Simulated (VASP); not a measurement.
# Pt4W3 (Pm-3m) in VASP: a series of runs

The runs below take Pt4W3 through single point, with PBE.

Program: VASP 6.6.1. These are calculated values, not measurements. Logs are shortened: lines on timing, memory, paths and dates and some standing lists are left out, and cuts for length are marked.

## Step 1: The cell of the first run

It takes space group Pm-3m (No. 221, cubic). Conventional cell: a = 4.583 Å, b = 4.583 Å, c = 4.583 Å, α = 90.00°, β = 90.00°, γ = 90.00°. Within 3.0 Å of Pt (site symmetry m-3m) lie 6 W at 2.29 Å. Pt (site symmetry 4/mmm) has 4 W at 2.29 Å within 3.0 Å. Within 3.0 Å of W (site symmetry 4/mmm) lie 6 Pt at 2.29 Å.

## Step 2: Single point, PBE

INCAR reads:

```
SYSTEM = Pt4W3
  ALGO = Normal
  EDIFF = 1E-7
  ENCUT = 520
  GGA = PE
  ISIF = 2
  ISMEAR = -1
  LASPH = .True.
  LCHARG = .False.
  LREAL = .False.
  LWAVE = .False.
  NBANDS = 50
  NELM = 80
  PREC = Accurate
  SIGMA = 0.1
```

KPOINTS reads:

```
k-points
0
Gamma
  4 4 4
  0 0 0
```

POSCAR reads:

```
Pt4W3
1.0
    4.5827200000      0.0000000000      0.0000000000
    0.0000000000      4.5827200000      0.0000000000
    0.0000000000      0.0000000000      4.5827200000
Pt W
4 3
Direct
    0.5000000000      0.5000000000      0.5000000000
    0.5000000000      0.0000000000      0.0000000000
    0.0000000000      0.5000000000      0.0000000000
    0.0000000000      0.0000000000      0.5000000000
    0.5000000000      0.5000000000      0.0000000000
    0.0000000000      0.5000000000      0.5000000000
    0.5000000000      0.0000000000      0.5000000000
```

Potentials or basis: VASP PAW PBE potentials, release 64 (Pt, W_sv).

Run with:

```sh
> cat potpaw_PBE.64/Pt/POTCAR potpaw_PBE.64/W_sv/POTCAR > POTCAR
> mpirun -np 1 vasp_std > vasp.out
```

OUTCAR:

```text
SYSTEM = Pt4W3
   EDIFF = 1E-7
   ENCUT = 520
   GGA = PE
   ISIF = 2
   ISMEAR = -1
   LASPH = .True.
   LREAL = .False.
   NELM = 80
   PREC = Accurate

 ion  position               nearest neighbor table
   1  0.500  0.500  0.500-   5 2.29   6 2.29   7 2.29   5 2.29   7 2.29   6 2.29   2 3.24   3 3.24
                             2 3.24   2 3.24   4 3.24   3 3.24   2 3.24   3 3.24   4 3.24   4 3.24
   2  0.500  0.000  0.000-   5 2.29   7 2.29   7 2.29   5 2.29   3 3.24   1 3.24   4 3.24   4 3.24
                             1 3.24   3 3.24   1 3.24   1 3.24   3 3.24   4 3.24   4 3.24   3 3.24
   3  0.000  0.500  0.000-   5 2.29   6 2.29   6 2.29   5 2.29   2 3.24   1 3.24   4 3.24   4 3.24
                             2 3.24   4 3.24   4 3.24   1 3.24   2 3.24   1 3.24   1 3.24   2 3.24
   4  0.000  0.000  0.500-   6 2.29   7 2.29   6 2.29   7 2.29   2 3.24   2 3.24   3 3.24   1 3.24
                             3 3.24   3 3.24   3 3.24   1 3.24   2 3.24   1 3.24   2 3.24   1 3.24
   5  0.500  0.500  0.000-   1 2.29   2 2.29   3 2.29   1 2.29   2 2.29   3 2.29   6 3.24   7 3.24
                             7 3.24   7 3.24   7 3.24   6 3.24   6 3.24   6 3.24
   6  0.000  0.500  0.500-   1 2.29   3 2.29   4 2.29   3 2.29   4 2.29   1 2.29   5 3.24   7 3.24
                             7 3.24   5 3.24   5 3.24   7 3.24   5 3.24   7 3.24
   7  0.500  0.000  0.500-   1 2.29   2 2.29   4 2.29   2 2.29   1 2.29   4 2.29   5 3.24   6 3.24
                             5 3.24   6 3.24   5 3.24   5 3.24   6 3.24   6 3.24

  LATTYP: Found a simple cubic cell.
 ALAT       =     4.5827200000

  Lattice vectors:

 A1 = (   4.5827200000,   0.0000000000,   0.0000000000)
 A2 = (   0.0000000000,   4.5827200000,   0.0000000000)
 A3 = (   0.0000000000,   0.0000000000,   4.5827200000)

Analysis of symmetry for initial positions (statically):
=====================================================================
 Subroutine PRICEL returns:
 Original cell was already a primitive cell.

 Routine SETGRP: Setting up the symmetry group for a
 simple cubic supercell.

 Subroutine GETGRP returns: Found 48 space group operations
 (whereof 48 operations were pure point group operations)
 out of a pool of 48 trial point group operations.

The static configuration has the point symmetry O_h .

Analysis of symmetry for dynamics (positions and initial velocities):
=====================================================================
 Subroutine PRICEL returns:
 Original cell was already a primitive cell.

 Routine SETGRP: Setting up the symmetry group for a
 simple cubic supercell.

 Subroutine GETGRP returns: Found 48 space group operations
 (whereof 48 operations were pure point group operations)
 out of a pool of 48 trial point group operations.

The dynamic configuration has the point symmetry O_h .

 Subroutine INISYM returns: Found 48 space group operations
 (whereof 48 operations are pure point group operations),
 and found     1 'primitive' translations

----------------------------------------------------------------------------------------

                                     Primitive cell

  volume of cell :      96.2432

  direct lattice vectors                    reciprocal lattice vectors
     4.582720000  0.000000000  0.000000000     0.218211019  0.000000000  0.000000000
     0.000000000  4.582720000  0.000000000     0.000000000  0.218211019  0.000000000
     0.000000000  0.000000000  4.582720000     0.000000000  0.000000000  0.218211019

  length of vectors
     4.582720000  4.582720000  4.582720000     0.218211019  0.218211019  0.218211019

  position of ions in fractional coordinates (direct lattice)
     0.500000000  0.500000000  0.500000000
     0.500000000  0.000000000  0.000000000
     0.000000000  0.500000000  0.000000000
     0.000000000  0.000000000  0.500000000
     0.500000000  0.500000000  0.000000000
     0.000000000  0.500000000  0.500000000
     0.500000000  0.000000000  0.500000000

  ion indices of the primitive-cell ions
   primitive index   ion index
                 1           1
                 2           2
                 3           3
                 4           4
                 5           5
                 6           6
                 7           7

----------------------------------------------------------------------------------------

 KPOINTS: k-points

Automatic generation of k-mesh.
 Grid dimensions read from file:
 generate k-points for:    4    4    4

 Generating k-lattice:

  Cartesian coordinates                     Fractional coordinates (reciprocal lattice)
     0.054552755  0.000000000  0.000000000     0.250000000  0.000000000  0.000000000
     0.000000000  0.054552755  0.000000000     0.000000000  0.250000000  0.000000000
     0.000000000  0.000000000  0.054552755     0.000000000  0.000000000  0.250000000

  Length of vectors
     0.054552755  0.054552755  0.054552755

  Shift w.r.t. Gamma in fractional coordinates (k-lattice)
     0.000000000  0.000000000  0.000000000

 Subroutine IBZKPT returns following result:
 ===========================================

 Found     10 irreducible k-points:

 Following reciprocal coordinates:
            Coordinates               Weight
  0.000000  0.000000  0.000000      1.000000
  0.250000  0.000000  0.000000      6.000000
  0.500000  0.000000  0.000000      3.000000
  0.250000  0.250000  0.000000     12.000000
  0.500000  0.250000  0.000000     12.000000
  0.500000  0.500000  0.000000      3.000000
  0.250000  0.250000  0.250000      8.000000
  0.500000  0.250000  0.250000     12.000000
  0.500000  0.500000  0.250000      6.000000
  0.500000  0.500000  0.500000      1.000000
   k-points           NKPTS =     10   k-points in BZ     NKDIM =     10   number of bands    NBANDS=     50
   number of dos      NEDOS =    301   number of ions     NIONS =      7
   total plane-waves  NPLWV =  46656
   dimension x,y,z NGX =    36 NGY =   36 NGZ =   36
   dimension x,y,z NGXF=    72 NGYF=   72 NGZF=   72
   ions per type =               4   3
   NGX,Y,Z   is equivalent  to a cutoff of  13.06, 13.06, 13.06 a.u.
   NGXF,Y,Z  is equivalent  to a cutoff of  26.12, 26.12, 26.12 a.u.
 SYSTEM =  Pt4W3
   PREC   = accura    normal or accurate (medium, high low for compatibility)
   ISTART =      0    job   : 0-new  1-cont  2-samecut
   ICHARG =      2    charge: 1-file 2-atom 10-const
   ISPIN  =      1    spin polarized calculation?
   LNONCOLLINEAR =      F non collinear calculations
   LSORBIT =      F    spin-orbit coupling
   LASPH  =      T    aspherical Exc in radial PAW
   ENCUT  =  520.0 eV  38.22 Ry    6.18 a.u.   8.52  8.52  8.52*2*pi/ulx,y,z
   NELM   =     80;   NELMIN=  2; NELMDL= -5     # of ELM steps
   EDIFF  = 0.1E-06   stopping-criterion for ELM
   LREAL  =      F    real-space projection
   EDIFFG = 0.1E-05   stopping-criterion for IOM
   NSW    =      0    number of steps for IOM
   IBRION =     -1    ionic relax: 0-MD 1-quasi-New 2-CG
   NFREE  =      0    steps in history (QN), initial steepest desc. (CG)
   ISIF   =      2    stress and relaxation
   ISYM   =      2    0-nonsym 1-usesym 2-fastsym
   POTIM  = 0.5000    time-step for ionic-motion
   TEBEG  =    0.0;   TEEND  =   0.0 temperature during run
   PSTRESS=    0.0 pullay stress
   NELECT =      82.0000    total number of electrons
   NUPDOWN=      -1.0000    fix difference up-down
   EMIN   =  10.00;   EMAX   =-10.00  energy-range for DOS
   EFERMI =   0.00;   METHOD = LEGACY
   ISMEAR =    -1;   SIGMA  =   0.10  broadening in eV -4-tet -1-fermi 0-gaus
   EFERMI_NEDOS =   21; number of points for ismear=-14 and -15
   IALGO  =     38    algorithm
   IMIX   =      4    mixing-type and parameters
     AMIX     =   0.40;   BMIX     =  1.00
     AMIX_MAG =   1.60;   BMIX_MAG =  1.00
  volume/ion in A,a.u.               =      13.75        92.78
  Fermi-wavevector in a.u.,A,eV,Ry     =   1.551992  2.932839 32.772067  2.408679
  Thomas-Fermi vector in A             =   2.656432
   LORBIT       =      0    0 simple, 1 ext, 2 COOP (PROOUT), +10 PAW based schemes
   GGA     = PE    functional components
   LHFCALC =     F    Hartree Fock is set to
   AEXX    =    0.0000 exact exchange contribution
   IVDW    =     0    specifies the selected vdW correction
   LEPSILON=     F    determine dielectric tensor
   LRPA    =     F    only Hartree local field effects (RPA)
 non-spin polarized calculation
  energy-cutoff  :      520.00
  volume of cell :       96.24
 maximum number of plane-waves:      2624
 NGX is ok and might be reduce to    36
   NGX = 17   NGY = 17   NGZ = 17

 number of electron      81.9999990 magnetization

 Free energy of the ion-electron system (eV)
  ---------------------------------------------------
  ext. energy  EPLUGINS =         0.00000000
  ---------------------------------------------------
  free energy    TOTEN  =       -41.79519780 eV

  energy without entropy =      -41.62321256  energy(sigma->0) =      -41.70920518

 E-fermi :  13.9690     XC(G=0): -13.9585

 val. band max:       13.9406044952   @ k =   0.5000   0.2500   0.0000
 cond. band min:      14.0079198966   @ k =   0.5000   0.5000   0.2500
 fundamental gap:      0.0673154014
 Fermi energy:        13.9689977457

 k-point     1 :       0.0000    0.0000    0.0000
  band No.  band energies     occupation
      1     -60.6094      2.00000
      2     -60.5931      2.00000
      3     -60.5931      2.00000
      4     -25.2174      2.00000
      5     -25.2174      2.00000
      6     -25.2174      2.00000
[... 42 lines left out ...]
     49      19.8823      0.00000
     50      19.8823      0.00000

 k-point     2 :       0.2500    0.0000    0.0000
  band No.  band energies     occupation
      1     -60.6027      2.00000
      2     -60.5905      2.00000
      3     -60.5885      2.00000
      4     -25.2724      2.00000
      5     -25.2058      2.00000
      6     -25.2058      2.00000
[... 416 lines left out ...]
 k-point    10 :       0.5000    0.5000    0.5000
  band No.  band energies     occupation
      1     -60.5706      2.00000
      2     -60.5706      2.00000
      3     -60.5706      2.00000
      4     -25.4942      2.00000
      5     -25.3392      2.00000
      6     -25.3392      2.00000
[... 42 lines left out ...]
     49      14.2674      0.09628
     50      14.2674      0.09628

------------------------ aborting loop because EDIFF is reached ----------------------------------------

  FORCE on cell =-STRESS in cart. coord.  units (eV):
  Direction    XX          YY          ZZ          XY          YZ          ZX
  --------------------------------------------------------------------------------------
  -------------------------------------------------------------------------------------
  Total       96.0976466     96.0976466     96.0976466     -0.0000000     -0.0000000      0.0000000
  in kB     1599.7545917   1599.7545917   1599.7545917     -0.0000000     -0.0000000      0.0000000
  external PRESSURE =    1599.7545917 kB  Pullay stress =       0.0000000 kB

 VOLUME and BASIS-vectors are now :
 -----------------------------------------------------------------------------
  energy-cutoff  :      520.00
  volume of cell :       96.24
      direct lattice vectors                 reciprocal lattice vectors
     4.582720000  0.000000000  0.000000000     0.218211019  0.000000000  0.000000000
     0.000000000  4.582720000  0.000000000     0.000000000  0.218211019  0.000000000
     0.000000000  0.000000000  4.582720000     0.000000000  0.000000000  0.218211019

 POSITION                                       TOTAL-FORCE (eV/Angst)
 -----------------------------------------------------------------------------------
      2.29136      2.29136      2.29136         0.000000      0.000000      0.000000
      2.29136      0.00000      0.00000         0.000000      0.000000      0.000000
      0.00000      2.29136      0.00000         0.000000      0.000000      0.000000
      0.00000      0.00000      2.29136         0.000000      0.000000      0.000000
      2.29136      2.29136      0.00000         0.000000      0.000000      0.000000
      0.00000      2.29136      2.29136         0.000000      0.000000      0.000000
      2.29136      0.00000      2.29136         0.000000      0.000000      0.000000
 -----------------------------------------------------------------------------------
    total drift:                                0.000000      0.000000      0.000000

  FREE ENERGIE OF THE ION-ELECTRON SYSTEM (eV)
  ---------------------------------------------------
  free  energy   TOTEN  =       -41.7951977968 eV

  energy  without entropy=      -41.6232125648  energy(sigma->0) =      -41.70920518
```

It took 32 s on 1 thread of AMD EPYC 9R45 (Zen 5), shared host; peak memory 0.18 GiB.

Results:

| Property | Result |
| --- | --- |
| Free energy | -41.7952 eV |
| Pressure | 160.0 GPa |
| Band gap on the k mesh | zero (band 41 reaches 15.35 eV, above the bottom of band 42 at 12.14 eV) |

Caveat: spin-orbit coupling is left out, which moves the levels of the heavy elements.

## Step 3: Single point, PBE

INCAR reads:

```
SYSTEM = Pt4W3
  ALGO = Normal
  EDIFF = 1E-6
  ENCUT = 500
  GGA = PE
  GGA_COMPAT = .False.
  ISIF = 2
  ISMEAR = -1
  LASPH = .True.
  LCHARG = .False.
  LREAL = .False.
  LWAVE = .False.
  NBANDS = 66
  NELM = 120
  PREC = Accurate
  SIGMA = 0.1
```

KPOINTS is that of step 2.

POSCAR is that of step 2.

Potentials or basis: VASP PAW PBE potentials, release 64 (Pt_sv_GW, W_sv).

Run with:

```sh
> cat potpaw_PBE.64/Pt_sv_GW/POTCAR potpaw_PBE.64/W_sv/POTCAR > POTCAR
> mpirun -np 1 vasp_std > vasp.out
```

OUTCAR:

```text
SYSTEM = Pt4W3
   EDIFF = 1E-6
   ENCUT = 500
   GGA = PE
   ISIF = 2
   ISMEAR = -1
   LASPH = .True.
   LREAL = .False.
   NELM = 120
   PREC = Accurate

 ion  position               nearest neighbor table
   1  0.500  0.500  0.500-   5 2.29   6 2.29   7 2.29   5 2.29   7 2.29   6 2.29   2 3.24   3 3.24
                             2 3.24   2 3.24   4 3.24   3 3.24   2 3.24   3 3.24   4 3.24   4 3.24
   2  0.500  0.000  0.000-   5 2.29   7 2.29   7 2.29   5 2.29   3 3.24   1 3.24   4 3.24   4 3.24
                             1 3.24   3 3.24   1 3.24   1 3.24   3 3.24   4 3.24   4 3.24   3 3.24
   3  0.000  0.500  0.000-   5 2.29   6 2.29   6 2.29   5 2.29   2 3.24   1 3.24   4 3.24   4 3.24
                             2 3.24   4 3.24   4 3.24   1 3.24   2 3.24   1 3.24   1 3.24   2 3.24
   4  0.000  0.000  0.500-   6 2.29   7 2.29   6 2.29   7 2.29   2 3.24   2 3.24   3 3.24   1 3.24
                             3 3.24   3 3.24   3 3.24   1 3.24   2 3.24   1 3.24   2 3.24   1 3.24
   5  0.500  0.500  0.000-   1 2.29   2 2.29   3 2.29   1 2.29   2 2.29   3 2.29   6 3.24   7 3.24
                             7 3.24   7 3.24   7 3.24   6 3.24   6 3.24   6 3.24
   6  0.000  0.500  0.500-   1 2.29   3 2.29   4 2.29   3 2.29   4 2.29   1 2.29   5 3.24   7 3.24
                             7 3.24   5 3.24   5 3.24   7 3.24   5 3.24   7 3.24
   7  0.500  0.000  0.500-   1 2.29   2 2.29   4 2.29   2 2.29   1 2.29   4 2.29   5 3.24   6 3.24
[... 874 lines left out ...]
     65      13.9026      0.07549
     66      13.9026      0.07548

------------------------ aborting loop because EDIFF is reached ----------------------------------------

  FORCE on cell =-STRESS in cart. coord.  units (eV):
  Direction    XX          YY          ZZ          XY          YZ          ZX
  --------------------------------------------------------------------------------------
  -------------------------------------------------------------------------------------
  Total       94.7649655     94.7649655     94.7649655      0.0000000      0.0000000     -0.0000000
  in kB     1577.5692124   1577.5692124   1577.5692124      0.0000000      0.0000000     -0.0000000
  external PRESSURE =    1577.5692124 kB  Pullay stress =       0.0000000 kB

 VOLUME and BASIS-vectors are now :
 -----------------------------------------------------------------------------
  energy-cutoff  :      500.00
  volume of cell :       96.24
      direct lattice vectors                 reciprocal lattice vectors
     4.582720000  0.000000000  0.000000000     0.218211019  0.000000000  0.000000000
     0.000000000  4.582720000  0.000000000     0.000000000  0.218211019  0.000000000
     0.000000000  0.000000000  4.582720000     0.000000000  0.000000000  0.218211019

 POSITION                                       TOTAL-FORCE (eV/Angst)
 -----------------------------------------------------------------------------------
      2.29136      2.29136      2.29136         0.000000      0.000000      0.000000
      2.29136      0.00000      0.00000         0.000000      0.000000      0.000000
      0.00000      2.29136      0.00000         0.000000      0.000000      0.000000
      0.00000      0.00000      2.29136         0.000000      0.000000      0.000000
      2.29136      2.29136      0.00000         0.000000      0.000000      0.000000
      0.00000      2.29136      2.29136         0.000000      0.000000      0.000000
      2.29136      0.00000      2.29136         0.000000      0.000000      0.000000
 -----------------------------------------------------------------------------------
    total drift:                                0.000000      0.000000     -0.000000

  FREE ENERGIE OF THE ION-ELECTRON SYSTEM (eV)
  ---------------------------------------------------
  free  energy   TOTEN  =       -41.5907144470 eV

  energy  without entropy=      -41.4199862324  energy(sigma->0) =      -41.50535034
```

OSZICAR:

```text
N       E                     dE             d eps       ncg     rms          rms(c)
DAV:   1     0.198808151261E+04    0.19881E+04   -0.71472E+04  1376   0.202E+03
DAV:   2     0.133596315684E+03   -0.18545E+04   -0.18091E+04  1382   0.736E+02
DAV:   3    -0.385733479726E+02   -0.17217E+03   -0.16303E+03  1544   0.219E+02
DAV:   4    -0.471754369169E+02   -0.86021E+01   -0.82221E+01  1646   0.421E+01
DAV:   5    -0.474493754725E+02   -0.27394E+00   -0.26985E+00  1528   0.663E+00    0.222E+02
DAV:   6    -0.426920646376E+02    0.47573E+01   -0.32905E+01  1628   0.266E+01    0.151E+02
DAV:   7    -0.477048985374E+02   -0.50128E+01   -0.41353E+01  1624   0.338E+01    0.454E+01
DAV:   8    -0.419386605698E+02    0.57662E+01   -0.51689E+01  1662   0.262E+01    0.165E+01
DAV:   9    -0.416562819405E+02    0.28238E+00   -0.16857E+00  1512   0.728E+00    0.941E+00
DAV:  10    -0.415941750303E+02    0.62107E-01   -0.39657E-01  1554   0.272E+00    0.364E+00
DAV:  11    -0.415955341736E+02   -0.13591E-02   -0.52674E-02  1584   0.103E+00    0.295E+00
DAV:  12    -0.415909611504E+02    0.45730E-02   -0.22383E-02  1586   0.856E-01    0.108E+00
DAV:  13    -0.415907446074E+02    0.21654E-03   -0.17419E-03  1460   0.229E-01    0.301E-01
DAV:  14    -0.415907306948E+02    0.13913E-04   -0.41257E-04  1508   0.919E-02    0.680E-02
DAV:  15    -0.415907149052E+02    0.15790E-04   -0.11943E-04  1648   0.556E-02    0.267E-02
DAV:  16    -0.415907144470E+02    0.45820E-06   -0.99226E-06  1274   0.176E-02
   1 F= -.41590714E+02 E0= -.41505350E+02  d E =-.170728E+00
```

Wall time 67 s (1 thread of Intel Xeon Platinum 8375C at 2.90GHz (Ice Lake), shared host); peak memory 0.23 GiB.

What came out:

* Free energy: -41.5907 eV
* Pressure: 157.8 GPa
* Band gap on the k mesh: zero (band 57 reaches 14.96 eV, above the bottom of band 58 at 11.78 eV)

Levels at points of the mesh, in eV from the Fermi level:
| k point | band 55 | band 56 | band 57 | band 58 | band 59 | band 60 |
| --- | --- | --- | --- | --- | --- | --- |
| (0.00, 0.00, 0.00) | -0.83 | 1.38 | 1.38 | 1.38 | 3.23 | 3.23 |
| (0.50, 0.00, 0.00) | -0.48 | 0.57 | 0.57 | 0.73 | 0.73 | 1.27 |
| (0.50, 0.50, 0.00) | -1.57 | -1.40 | -1.40 | -1.38 | -1.15 | 0.32 |
| (0.50, 0.50, 0.50) | -3.00 | -1.80 | -1.80 | -1.80 | -1.45 | -1.09 |

Caveat: spin-orbit coupling is left out, which moves the levels of the heavy elements.
